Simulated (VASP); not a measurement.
Set up this calculation in VASP 6.6.1, as the native input.

```
Task                   : single point
Functional             : PBE
Potentials or basis    : VASP PAW PBE potentials, release 64 (Sb)
Cutoff                 : 520 eV
k mesh                 : 6 × 6 × 6
Occupations            : gaussian, width 0.1 eV
Spin                   : no spin polarisation
Dipole correction      : no
Further INCAR settings : ALGO = Normal; EDIFF = 1e-06; NBANDS = 8
```

The structure of Sb lies in POSCAR:

```
Sb
1.0
    2.1948726221     -2.2188579010      0.0000000000
    2.1948726221      2.2188579010      0.0000000000
    0.0000000000      0.0000000000      3.1299156273
Sb
1
Direct
    0.0000000000      0.0000000000      0.5000000000
```

These files were run (other wordings do the same):

INCAR

```
SYSTEM = Sb
  PREC = Accurate
  ENCUT = 520
  EDIFF = 1E-6
  ISMEAR = 0
  SIGMA = 0.1
  LREAL = .FALSE.
  LASPH = .TRUE.
  NELM = 60
  ALGO = Normal
  ISIF = 2
  LWAVE = .FALSE.
  LCHARG = .FALSE.
  GGA = PE
  NBANDS = 8
```

KPOINTS

```
Automatic mesh
0
G
  6 6 6
  0 0 0
```

Potentials or basis: VASP PAW PBE potentials, release 64 (Sb).

Run with:

```bash
$ cat potpaw_PBE.64/Sb/POTCAR > POTCAR
$ mpirun -np 1 vasp_std > vasp.out
```

It gave:

| Property | Result |
| --- | --- |
| Pressure | 0.0 GPa |

It took 3 s on 1 thread of Intel(R) Xeon(R) 6975P-C (Granite Rapids), on a shared host, peak memory 0.14 GiB.
